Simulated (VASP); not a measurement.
# BeZn2O3 (P3m1) in VASP: a series of runs, part 2 of 2

VASP 6.6.1. The steps go on from the part before.

## 3. Single point, PBE

Input file INCAR:

```
SYSTEM = BeZn2O3
PREC     = Accurate       ! precision mode
ENCUT    = 600            ! plane-wave cutoff, eV
EDIFF    = 1E-6           ! SCF threshold, eV
ISMEAR   = 0              ! smearing method
SIGMA    = 0.1            ! smearing width, eV
LREAL    = .FALSE.        ! projectors in reciprocal space
LASPH    = .TRUE.         ! aspherical terms in the spheres
NELM     = 120            ! most SCF steps
ALGO     = Normal         ! electronic algorithm
ISIF     = 2              ! what is computed and relaxed
LWAVE    = .FALSE.        ! write WAVECAR
LCHARG   = .FALSE.        ! write CHGCAR
GGA      = PE             ! functional
NBANDS   = 31             ! bands
GGA_COMPAT= .FALSE.
```

Input file KPOINTS:

```
regular mesh
0
G
  6 6 2
  0 0 0
```

Input file POSCAR:

```
BeZn2O3
1.0
    3.0692965819      0.0000000000      0.0000000000
   -1.5346482909      2.6580888116      0.0000000000
    0.0000000000      0.0000000000      7.6947342288
Be Zn O
1 2 3
Direct
    0.0000000000      0.0000000000      0.0082990825
    0.6666666667      0.3333333333      0.6859744464
    0.3333333333      0.6666666667      0.3227259503
    0.6666666667      0.3333333333      0.9422019700
    0.0000000000      0.0000000000      0.2146245004
    0.3333333333      0.6666666667      0.5761740504
```

Potentials or basis: VASP PAW PBE potentials, release 64 (Be, Zn, O).

Run with:

```
> cat potpaw_PBE.64/Be/POTCAR potpaw_PBE.64/Zn/POTCAR potpaw_PBE.64/O/POTCAR > POTCAR
> mpirun -np 1 vasp_std > vasp.out
```

OUTCAR:

```text
SYSTEM = BeZn2O3
   PREC = Accurate
   ENCUT = 600
   EDIFF = 1E-6
   ISMEAR = 0
   LREAL = .FALSE.
   LASPH = .TRUE.
   NELM = 120
   ISIF = 2
   GGA = PE

 ion  position               nearest neighbor table
   1  0.000  0.000  0.008-   5 1.59   4 1.84   4 1.84   4 1.84
   2  0.667  0.333  0.686-   6 1.96   6 1.96   6 1.96   4 1.97
   3  0.333  0.667  0.323-   6 1.95   5 1.96   5 1.96   5 1.96
   4  0.667  0.333  0.942-   1 1.84   1 1.84   1 1.84   2 1.97
   5  0.000  0.000  0.215-   1 1.59   3 1.96   3 1.96   3 1.96
   6  0.333  0.667  0.576-   3 1.95   2 1.96   2 1.96   2 1.96

  LATTYP: Found a hexagonal cell.
 ALAT       =     3.0692965819
 C/A-ratio  =     2.5070025081

  Lattice vectors:

 A1 = (   3.0692965819,   0.0000000000,   0.0000000000)
 A2 = (  -1.5346482909,   2.6580888116,   0.0000000000)
 A3 = (   0.0000000000,   0.0000000000,   7.6947342288)

Analysis of symmetry for initial positions (statically):
=====================================================================
 Subroutine PRICEL returns:
 Original cell was already a primitive cell.

 Routine SETGRP: Setting up the symmetry group for a
 hexagonal supercell.

 Subroutine GETGRP returns: Found  6 space group operations
 (whereof  6 operations were pure point group operations)
 out of a pool of 24 trial point group operations.

The static configuration has the point symmetry C_3v.

Analysis of symmetry for dynamics (positions and initial velocities):
=====================================================================
 Subroutine PRICEL returns:
 Original cell was already a primitive cell.

 Routine SETGRP: Setting up the symmetry group for a
 hexagonal supercell.

 Subroutine GETGRP returns: Found  6 space group operations
 (whereof  6 operations were pure point group operations)
 out of a pool of 24 trial point group operations.

The dynamic configuration has the point symmetry C_3v.

 Subroutine INISYM returns: Found  6 space group operations
 (whereof  6 operations are pure point group operations),
 and found     1 'primitive' translations

----------------------------------------------------------------------------------------

                                     Primitive cell

  volume of cell :      62.7772

  direct lattice vectors                    reciprocal lattice vectors
     3.069296582  0.000000000  0.000000000     0.325807550  0.188105077  0.000000000
    -1.534648291  2.658088812  0.000000000     0.000000000  0.376210154  0.000000000
     0.000000000  0.000000000  7.694734229     0.000000000  0.000000000  0.129959004

  length of vectors
     3.069296582  3.069296582  7.694734229     0.376210154  0.376210154  0.129959004

  position of ions in fractional coordinates (direct lattice)
     0.000000000  0.000000000  0.008299083
     0.666666667  0.333333333  0.685974446
     0.333333333  0.666666667  0.322725950
     0.666666667  0.333333333  0.942201970
     0.000000000  0.000000000  0.214624500
     0.333333333  0.666666667  0.576174050

  ion indices of the primitive-cell ions
   primitive index   ion index
                 1           1
                 2           2
                 3           3
                 4           4
                 5           5
                 6           6

[... 33 lines left out ...]
  0.333333  0.166667  0.000000     12.000000
  0.333333  0.333333  0.000000      2.000000
  0.000000  0.000000  0.500000      1.000000
  0.166667  0.000000  0.500000      6.000000
  0.333333  0.000000  0.500000      6.000000
  0.500000  0.000000  0.500000      3.000000
  0.166667  0.166667  0.500000      6.000000
  0.333333  0.166667  0.500000     12.000000
  0.333333  0.333333  0.500000      2.000000
   k-points           NKPTS =     14   k-points in BZ     NKDIM =     14   number of bands    NBANDS=     31
   number of dos      NEDOS =    301   number of ions     NIONS =      6
   total plane-waves  NPLWV =  50176
   dimension x,y,z NGX =    28 NGY =   28 NGZ =   64
   dimension x,y,z NGXF=    56 NGYF=   56 NGZF=  128
   ions per type =               1   2   3
   NGX,Y,Z   is equivalent  to a cutoff of  15.17, 15.17, 13.83 a.u.
   NGXF,Y,Z  is equivalent  to a cutoff of  30.33, 30.33, 27.65 a.u.
 SYSTEM =  BeZn2O3
   PREC   = accura    normal or accurate (medium, high low for compatibility)
   ISTART =      0    job   : 0-new  1-cont  2-samecut
   ICHARG =      2    charge: 1-file 2-atom 10-const
   ISPIN  =      1    spin polarized calculation?
   LNONCOLLINEAR =      F non collinear calculations
   LSORBIT =      F    spin-orbit coupling
   LASPH  =      T    aspherical Exc in radial PAW
   ENCUT  =  600.0 eV  44.10 Ry    6.64 a.u.   6.13  6.13 15.37*2*pi/ulx,y,z
   NELM   =    120;   NELMIN=  2; NELMDL= -5     # of ELM steps
   EDIFF  = 0.1E-05   stopping-criterion for ELM
   LREAL  =      F    real-space projection
   EDIFFG = 0.1E-04   stopping-criterion for IOM
   NSW    =      0    number of steps for IOM
   IBRION =     -1    ionic relax: 0-MD 1-quasi-New 2-CG
   NFREE  =      0    steps in history (QN), initial steepest desc. (CG)
   ISIF   =      2    stress and relaxation
   ISYM   =      2    0-nonsym 1-usesym 2-fastsym
   POTIM  = 0.5000    time-step for ionic-motion
   TEBEG  =    0.0;   TEEND  =   0.0 temperature during run
   PSTRESS=    0.0 pullay stress
   NELECT =      44.0000    total number of electrons
   NUPDOWN=      -1.0000    fix difference up-down
   EMIN   =  10.00;   EMAX   =-10.00  energy-range for DOS
   EFERMI =   0.00;   METHOD = LEGACY
   ISMEAR =     0;   SIGMA  =   0.10  broadening in eV -4-tet -1-fermi 0-gaus
   EFERMI_NEDOS =   21; number of points for ismear=-14 and -15
   IALGO  =     38    algorithm
   IMIX   =      4    mixing-type and parameters
     AMIX     =   0.40;   BMIX     =  1.00
     AMIX_MAG =   1.60;   BMIX_MAG =  1.00
  volume/ion in A,a.u.               =      10.46        70.61
  Fermi-wavevector in a.u.,A,eV,Ry     =   1.454203  2.748045 28.772331  2.114707
  Thomas-Fermi vector in A             =   2.571381
   LORBIT       =      0    0 simple, 1 ext, 2 COOP (PROOUT), +10 PAW based schemes
   GGA     = PE    functional components
   LHFCALC =     F    Hartree Fock is set to
   AEXX    =    0.0000 exact exchange contribution
   IVDW    =     0    specifies the selected vdW correction
   LEPSILON=     F    determine dielectric tensor
   LRPA    =     F    only Hartree local field effects (RPA)
 non-spin polarized calculation
 Gauss-broadening in eV      SIGMA  =   0.10
  energy-cutoff  :      600.00
  volume of cell :       62.78
 maximum number of plane-waves:      2142
 NGX is ok and might be reduce to    28
   NGX = 13   NGY = 13   NGZ = 31

 number of electron      43.9999998 magnetization

 Free energy of the ion-electron system (eV)
  ---------------------------------------------------
  ext. energy  EPLUGINS =         0.00000000
  ---------------------------------------------------
  free energy    TOTEN  =       -31.19601786 eV

  energy without entropy =      -31.19601786  energy(sigma->0) =      -31.19601786

 E-fermi :   2.3692     XC(G=0): -10.9318

 val. band max:        1.8545841684   @ k =   0.0000   0.0000   0.0000
 cond. band min:       3.3575894974   @ k =   0.0000   0.0000   0.0000
 fundamental gap:      1.5030053290
 Fermi energy:         2.3692382526

 k-point     1 :       0.0000    0.0000    0.0000
  band No.  band energies     occupation
      1     -16.5276      2.00000
      2     -15.9808      2.00000
      3     -15.4808      2.00000
      4      -4.4586      2.00000
      5      -4.3937      2.00000
      6      -3.7553      2.00000
[... 465 lines left out ...]
     30      13.7268      0.00000
     31      13.8029      0.00000

------------------------ aborting loop because EDIFF is reached ----------------------------------------

  FORCE on cell =-STRESS in cart. coord.  units (eV):
  Direction    XX          YY          ZZ          XY          YZ          ZX
  --------------------------------------------------------------------------------------
  -------------------------------------------------------------------------------------
  Total        0.3095508      0.3095508      0.5731577      0.0000000      0.0000000      0.0000000
  in kB        7.9002436      7.9002436     14.6279253      0.0000000      0.0000000      0.0000000
  external PRESSURE =      10.1428041 kB  Pullay stress =       0.0000000 kB

 VOLUME and BASIS-vectors are now :
 -----------------------------------------------------------------------------
  energy-cutoff  :      600.00
  volume of cell :       62.78
      direct lattice vectors                 reciprocal lattice vectors
     3.069296582  0.000000000  0.000000000     0.325807550  0.188105077  0.000000000
    -1.534648291  2.658088812  0.000000000     0.000000000  0.376210154  0.000000000
     0.000000000  0.000000000  7.694734229     0.000000000  0.000000000  0.129959004

 POSITION                                       TOTAL-FORCE (eV/Angst)
 -----------------------------------------------------------------------------------
      0.00000      0.00000      0.06386        -0.000000     -0.000000     -0.010103
      1.53465      0.88603      5.27839        -0.000000      0.000000      0.045079
     -0.00000      1.77206      2.48329         0.000000     -0.000000     -0.000857
      1.53465      0.88603      7.24999         0.000000      0.000000      0.032549
      0.00000      0.00000      1.65148        -0.000000     -0.000000     -0.031708
     -0.00000      1.77206      4.43351         0.000000     -0.000000     -0.034960
 -----------------------------------------------------------------------------------
    total drift:                                0.000000     -0.000000      0.000263

  FREE ENERGIE OF THE ION-ELECTRON SYSTEM (eV)
  ---------------------------------------------------
  free  energy   TOTEN  =       -31.1960178575 eV

  energy  without entropy=      -31.1960178575  energy(sigma->0) =      -31.19601786
```

It took 30 s on 1 thread of Intel Xeon 6975P-C (Granite Rapids), shared host; peak memory 0.22 GiB.

What came out:

- Free energy: -31.1960 eV
- Pressure: 1.0 GPa
- Largest force: 0.045 eV/Å
- Band gap on the k mesh: 1.50 eV, direct

Forces on the atoms (eV/Å):
```
Be   0.000  0.000 -0.010
Zn   0.000  0.000  0.045
Zn   0.000  0.000 -0.001
O    0.000  0.000  0.033
O    0.000  0.000 -0.032
O    0.000  0.000 -0.035
```

Levels at points of the mesh, in eV from the valence-band top:
```csv
k point,band 19,band 20,band 21,band 22,band 23,band 24,band 25,band 26
"(0.00, 0.00, 0.00)",-0.51,-0.46,0.00,0.00,1.50,4.93,5.79,9.47
"(0.50, 0.00, 0.00)",-1.92,-1.73,-1.25,-0.89,5.05,6.53,7.18,8.28
"(0.00, 0.00, 0.50)",-0.40,-0.40,-0.09,-0.09,2.55,3.61,6.77,8.73
"(0.50, 0.00, 0.50)",-2.60,-1.63,-1.18,-0.65,5.70,5.98,6.42,8.65
```

A hybrid or GW would open this gap; PBE tends to underestimate it.

## 4. Relaxation of cell and atoms, PBE

This run uses another cell than the first one, of 10.11 Å³/atom, 0.966 times its volume.

Input file INCAR:

```
SYSTEM = BeZn2O3
  ALGO = Normal
  EDIFF = 1E-7
  EDIFFG = -0.08
  ENCUT = 600
  GGA = PE
  GGA_COMPAT = .False.
  IBRION = 2
  ISIF = 3
  ISMEAR = 0
  LASPH = .True.
  LCHARG = .False.
  LREAL = .False.
  LWAVE = .False.
  NELM = 120
  NELMIN = 4
  NSW = 36
  PREC = Accurate
  SIGMA = 0.15
```

Input file KPOINTS:

```
k-points
0
Gamma
  4 4 2
  0 0 0
```

Input file POSCAR:

```
BeZn2O3
1.0
    3.0700000000      0.0000000000      0.0000000000
   -1.5350000000      2.6586979900      0.0000000000
    0.0000000000      0.0000000000      7.4300000000
Be Zn O
1 2 3
Direct
    0.0000000000      0.0000000000      0.0000000000
    0.6666666700      0.3333333300      0.6667000000
    0.3333333300      0.6666666700      0.3333000000
    0.6666666700      0.3333333300      0.9167000000
    0.0000000000      0.0000000000      0.2500000000
    0.3333333300      0.6666666700      0.5833000000
```

Run with:

```
> cat potpaw_PBE.64/Be/POTCAR potpaw_PBE.64/Zn/POTCAR potpaw_PBE.64/O/POTCAR > POTCAR
> mpirun -np 1 vasp_std > vasp.out
```

It took 92 s on 1 thread of Intel Xeon 6975P-C (Granite Rapids), shared host; peak memory 0.21 GiB.

The run converged. Its results:

```yaml
Free_energy: -31.1681 eV
Relaxed_volume: 10.53 Å³/atom
Relaxed_cell: a = 3.073 Å, b = 3.073 Å, c = 7.722 Å, α = 90.00°, β = 90.00°, γ = 120.00°
Space_group_after_relaxing_to_0.05_Å: P3m1 (No. 156)
Energy_gained_by_relaxing: 179.4 meV/atom
Ionic_steps: 12
Pressure_after_relaxing: 0.1 GPa
Largest_force_after_relaxing: 0.037 eV/Å
Band_gap_on_the_k_mesh: 1.47 eV, direct
```

Forces on the atoms (eV/Å):
```
Be   0.000  0.000 -0.007
Zn   0.000  0.000 -0.030
Zn   0.000  0.000  0.018
O    0.000  0.000  0.018
O    0.000  0.000 -0.036
O    0.000  0.000  0.037
```

Step by step:
```
step  energy change (eV)  largest force (eV/Å)  pressure (GPa)  volume (Å³)
   1              0.0000                3.7100           14.22        60.65
   2             -0.6849                1.3881           -9.14        68.87
   3             -0.7343                1.2895           -5.55        66.96
   4             -0.9785                1.0788           -2.36        64.92
   5             -1.0040                0.9658           -0.50        64.08
   6             -1.0595                0.2961            0.73        63.16
   7             -1.0602                0.2360            0.58        63.25
   8             -1.0705                0.1575           -0.39        63.51
   9             -1.0720                0.1768           -0.92        63.64
  10             -1.0756                0.1228            0.08        63.16
  11             -1.0757                0.0835           -0.05        63.24
  12             -1.0762                0.0370            0.08        63.15
```

Final structure:
```yaml
crystal:
  lattice:
    - [3.07312, 0.00000, 0.00000]
    - [-1.53656, 2.66140, 0.00000]
    - [0.00000, 0.00000, 7.72178]
  atoms:
    - { symbol: Be, position: [0.00000, 0.00000, 0.00864] }
    - { symbol: Zn, position: [0.66667, 0.33333, 0.68656] }
    - { symbol: Zn, position: [0.33333, 0.66667, 0.32254] }
    - { symbol: O, position: [0.66667, 0.33333, 0.94232] }
    - { symbol: O, position: [0.00000, 0.00000, 0.21443] }
    - { symbol: O, position: [0.33333, 0.66667, 0.57552] }
```

Levels at points of the mesh, in eV from the valence-band top:
```tsv
k point	band 18	band 19	band 20	band 21	band 22	band 23	band 24	band 25	band 26
(0.00, 0.00, 0.00)	-0.51	-0.51	-0.48	0.00	0.00	1.47	4.89	5.76	9.42
(0.50, 0.00, 0.00)	-2.64	-1.92	-1.74	-1.24	-0.88	5.02	6.48	7.15	8.22
(0.00, 0.00, 0.50)	-1.41	-0.40	-0.40	-0.09	-0.09	2.52	3.57	6.73	8.68
(0.50, 0.00, 0.50)	-2.60	-2.60	-1.61	-1.20	-0.64	5.67	5.93	6.40	8.60
```

Caveat: the k points lie up to 0.59 Å⁻¹ apart in the final cell; the relaxation stopped at a loose force limit of 0.08 eV/Å, so its end isn't a converged minimum. PBE gaps usually lie below the measured ones, often by a third to a half.

## 5. The runs side by side

| task | cell | k mesh | smearing | gap on the mesh (eV) | pressure (GPa) | largest force (eV/Å) |
| --- | --- | --- | --- | --- | --- | --- |
| single point | a = 3.069, b = 3.069, c = 7.695 Å, angles 90.0, 90.0, 120.0°, 6 atoms | 4 × 4 × 2 | gaussian 0.15 eV | 1.50 | 1.0 | 0.05 |
| single point | a = 3.069, b = 3.069, c = 7.695 Å, angles 90.0, 90.0, 120.0°, 6 atoms | 6 × 6 × 2 | gaussian 0.1 eV | 1.50 | 1.0 | 0.05 |
| relaxation of cell and atoms | relaxed from a = 3.070, b = 3.070, c = 7.430 Å, angles 90.0, 90.0, 120.0°, 6 atoms | 4 × 4 × 2 | gaussian 0.15 eV | 1.47 | 0.1 | 0.04 |

Alike in all rows: level PBE; potentials or basis VASP PAW PBE potentials, release 64 (Be, Zn, O); no spin polarisation; cutoff (eV) 600.

Caveats: some runs use coarse meshes; the relaxation stopped at a loose force limit of 0.08 eV/Å, so its end isn't a converged minimum (some runs).

Absolute energies hang on the potentials; compare differences alone.
